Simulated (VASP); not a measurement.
# Bi (P2_1/m) in VASP: electric field gradients with PBE

Aim: the electric field gradients of Bi with PBE.

All numbers are computed with VASP 6.6.1; they aren't measurements. Logs are shortened: lines on timing, memory, paths and dates and some standing lists are left out, and cuts for length are marked.

## 1. The cell of the first run

It takes space group P2_1/m (No. 11, monoclinic). The conventional cell has a = 4.539 Å, b = 11.829 Å, c = 4.539 Å, α = 90.00°, β = 120.00°, γ = 90.00°.

## 2. Electric field gradients, PBE (0.0, 0.0] A)

INCAR reads:

```
SYSTEM = Bi
PREC = Accurate
ENCUT = 520
EDIFF = 1E-8
ISMEAR = -1
SIGMA = 0.03
LREAL = .False.
LASPH = .True.
NELM = 100
ALGO = Normal
ISIF = 2
LWAVE = .False.
LCHARG = .False.
GGA = PE
LEFG = .True.
NBANDS = 22
```

KPOINTS reads:

```
Automatic mesh
0
Gamma
  9 9 3
  0 0 0
```

POSCAR reads:

```
Bi
1.0
    4.5390002997      0.0000000000      0.0000000000
   -2.2695001499      3.9308895674      0.0000000000
    0.0000000000      0.0000000000     11.8290000000
Bi
2
Direct
    0.3773958992      0.6666666667      0.2500000000
    0.6666666667      0.3333333333      0.7500000000
```

Potentials or basis: VASP PAW PBE potentials, release 64 (Bi_d).

Run with:

```bash
> cat potpaw_PBE.64/Bi_d/POTCAR > POTCAR
> mpirun -np 1 vasp_std > vasp.out
```

OUTCAR:

```text
SYSTEM = Bi
   PREC = Accurate
   ENCUT = 520
   EDIFF = 1E-8
   ISMEAR = -1
   LREAL = .False.
   LASPH = .True.
   NELM = 100
   ISIF = 2
   GGA = PE

 ion  position               nearest neighbor table
   1  0.377  0.667  0.250-
   2  0.667  0.333  0.750-

  LATTYP: Found a hexagonal cell.
 ALAT       =     4.5390002997
 C/A-ratio  =     2.6060804624

  Lattice vectors:

 A1 = (   4.5390002997,   0.0000000000,   0.0000000000)
 A2 = (  -2.2695001499,   3.9308895674,   0.0000000000)
 A3 = (   0.0000000000,   0.0000000000,  11.8290000000)

Analysis of symmetry for initial positions (statically):
=====================================================================
 Subroutine PRICEL returns:
 Original cell was already a primitive cell.

 Routine SETGRP: Setting up the symmetry group for a
 hexagonal supercell.

 Subroutine GETGRP returns: Found  4 space group operations
 (whereof  1 operations were pure point group operations)
 out of a pool of 24 trial point group operations.

The static configuration has the point symmetry C_1 .
 The point group associated with its full space group is C_2h.

Analysis of symmetry for dynamics (positions and initial velocities):
=====================================================================
 Subroutine PRICEL returns:
 Original cell was already a primitive cell.

 Routine SETGRP: Setting up the symmetry group for a
 hexagonal supercell.

 Subroutine GETGRP returns: Found  4 space group operations
 (whereof  1 operations were pure point group operations)
 out of a pool of 24 trial point group operations.

The dynamic configuration has the point symmetry C_1 .
 The point group associated with its full space group is C_2h.

 Subroutine INISYM returns: Found  4 space group operations
 (whereof  1 operations are pure point group operations),
 and found     1 'primitive' translations

----------------------------------------------------------------------------------------

                                     Primitive cell

  volume of cell :     211.0567

  direct lattice vectors                    reciprocal lattice vectors
     4.539000300  0.000000000  0.000000000     0.220312830  0.127197672  0.000000000
[... 120 lines left out ...]
 maximum number of plane-waves:      5785
 NGX is ok and might be reduce to    36
   NGX = 17   NGY = 17   NGZ = 43

 number of electron      29.9999992 magnetization

 Free energy of the ion-electron system (eV)
  ---------------------------------------------------
  ext. energy  EPLUGINS =         0.00000000
  ---------------------------------------------------
  free energy    TOTEN  =        -3.22152685 eV

  energy without entropy =       -3.19937629  energy(sigma->0) =       -3.21045157

 E-fermi :  -1.0513     XC(G=0):  -5.3152

 val. band max:       -1.0520872279   @ k =  -0.3333   0.3333   0.3333
 cond. band min:      -1.0506401459   @ k =   0.0000   0.3333   0.3333
 fundamental gap:      0.0014470820
 Fermi energy:        -1.0512881451

 k-point     1 :       0.0000    0.0000    0.0000
  band No.  band energies     occupation
      1     -23.8740      2.00000
      2     -23.8740      2.00000
      3     -23.8694      2.00000
      4     -23.8694      2.00000
      5     -23.8693      2.00000
      6     -23.8693      2.00000
[... 589 lines left out ...]
     21       4.7755      0.00000
     22       4.8326      0.00000

 [... further k-points ...]

------------------------ aborting loop because EDIFF is reached ----------------------------------------

  FORCE on cell =-STRESS in cart. coord.  units (eV):
  Direction    XX          YY          ZZ          XY          YZ          ZX
  --------------------------------------------------------------------------------------
  -------------------------------------------------------------------------------------
  Total       -6.2769219     -6.2787212     -0.4530531      0.0169322      0.0000000      0.0000000
  in kB      -47.6494859    -47.6631452     -3.4392249      0.1285358      0.0000000      0.0000000
  external PRESSURE =     -32.9172853 kB  Pullay stress =       0.0000000 kB

 VOLUME and BASIS-vectors are now :
 -----------------------------------------------------------------------------
  energy-cutoff  :      520.00
  volume of cell :      211.06
      direct lattice vectors                 reciprocal lattice vectors
     4.539000300  0.000000000  0.000000000     0.220312830  0.127197672  0.000000000
    -2.269500150  3.930889567  0.000000000     0.000000000  0.254395343  0.000000000
     0.000000000  0.000000000 11.829000000     0.000000000  0.000000000  0.084538000

 POSITION                                       TOTAL-FORCE (eV/Angst)
 -----------------------------------------------------------------------------------
      0.20000      2.62059      2.95725         0.002640     -0.000304      0.000000
      2.26950      1.31030      8.87175        -0.002640      0.000304     -0.000000
 -----------------------------------------------------------------------------------
    total drift:                                0.000039     -0.000000     -0.000000

  FREE ENERGIE OF THE ION-ELECTRON SYSTEM (eV)
  ---------------------------------------------------
  free  energy   TOTEN  =        -3.2215268498 eV

  energy  without entropy=       -3.1993762881  energy(sigma->0) =       -3.21045157

 Electric field gradients (V/A^2)
---------------------------------------------------------------------
 ion       V_xx      V_yy      V_zz      V_xy      V_xz      V_yz
---------------------------------------------------------------------
   1      67.194    67.259  -134.453    -0.759    -0.000     0.000
   2      67.194    67.259  -134.454    -0.758     0.000    -0.000
---------------------------------------------------------------------

 Electric field gradients after diagonalization (V/A^2)
 (convention: |V_zz| > |V_xx| > |V_yy|)
----------------------------------------------------------------------
 ion       V_xx      V_yy      V_zz     asymmetry (V_yy - V_xx)/ V_zz
----------------------------------------------------------------------
   1      67.986    66.467  -134.453       0.011
   2      67.986    66.468  -134.454       0.011
----------------------------------------------------------------------

           NMR quadrupolar parameters

 Cq : quadrupolar parameter    Cq=e*Q*V_zz/h
 eta: asymmetry parameters     (V_yy - V_xx)/ V_zz
 Q  : nuclear electric quadrupole moment in mb (millibarn)
----------------------------------------------------------------------
 ion       Cq(MHz)       eta       Q (mb)
----------------------------------------------------------------------
   1      -0.325       0.011       1.000
   2      -0.325       0.011       1.000
----------------------------------------------------------------------
```

It took 9.8 min on 1 thread of AMD EPYC 7R13, shared host; peak memory 0.49 GiB.

Results:

- Free energy: -3.2215 eV
- Pressure: -3.3 GPa
- Band gap on the k mesh: zero (bands 15 and 16 overlap by 2.13 eV)
- Largest electric field gradient by atom: Bi -134.5 V/Å²

Forces on the atoms (eV/Å):
```
Bi   0.003  0.000  0.000
Bi  -0.003  0.000  0.000
```

Levels at points of the mesh, in eV from the Fermi level:
```tsv
k point	band 13	band 14	band 15	band 16	band 17	band 18
(0.00, 0.00, 0.00)	-0.84	-0.34	1.43	1.43	1.44	1.44
```

Electric field gradients, principal values (V/Å²):
| atom | least | middle | greatest (by size) |
| --- | --- | --- | --- |
| 1 Bi | 66.467 | 67.986 | -134.453 |
| 2 Bi | 66.468 | 67.986 | -134.454 |

Caveat: the cell differs from its parent crystal (0.0, 0.0] A); the cell stands under tension; without QUAD_EFG the Cq values of the log hold for a quadrupole moment of 1 mb, not for the nuclei; spin-orbit coupling is left out, which moves the levels of the heavy elements.
